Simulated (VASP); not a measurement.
Input of a VASP 6.6.1 run:

INCAR

```
ALGO     = Normal         # electronic algorithm
EDIFF    = 1E-6           # SCF threshold, eV
ENCUT    = 520            # plane-wave cutoff, eV
GGA      = PE             # functional
ISIF     = 2              # what is computed and relaxed
ISMEAR   = -1             # smearing method
IVDW     = 13             # dispersion correction
LASPH    = True           # aspherical terms in the spheres
LCHARG   = True           # write CHGCAR
LELF     = True           # ELF
LREAL    = False          # projectors in reciprocal space
LVHAR    = True         
LWAVE    = False          # write WAVECAR
NBANDS   = 28             # bands
NELM     = 80             # most SCF steps
PREC     = Accurate       # precision mode
SIGMA    = 0.02           # smearing width, eV
```

The input KPOINTS:

```
k-points
0
Gamma
  6 6 4
```

The input POSCAR:

```
PbS
1.0
    2.0431640494     -3.5388664077      0.0000000000
    2.0431640494      3.5388664077      0.0000000000
    0.0000000000      0.0000000000      7.3714532973
Pb S
2 2
Direct
    0.0000004801      0.9999995199      0.4763588890
    0.9999995199      0.0000004801      0.9763588890
    0.6666668858      0.3333331142      0.7028411110
    0.3333331142      0.6666668858      0.2028411110
```

Potentials or basis: VASP PAW PBE potentials, release 64 (Pb_d, S).

Command:

```sh
$ cat potpaw_PBE.64/Pb_d/POTCAR potpaw_PBE.64/S/POTCAR > POTCAR
$ mpirun -np 1 vasp_std > vasp.out
```

(1) What does it give for the band gap on the k mesh?

(2) What does it give for the dispersion energy per atom?

(3) What does it give for the pressure?

Answers

(1) 0.27 eV, indirect (least direct gap 0.61 eV).

(2) -0.370 eV.

(3) -0.1 GPa.

Caveat: spin-orbit coupling is left out, which moves the levels of the heavy elements.
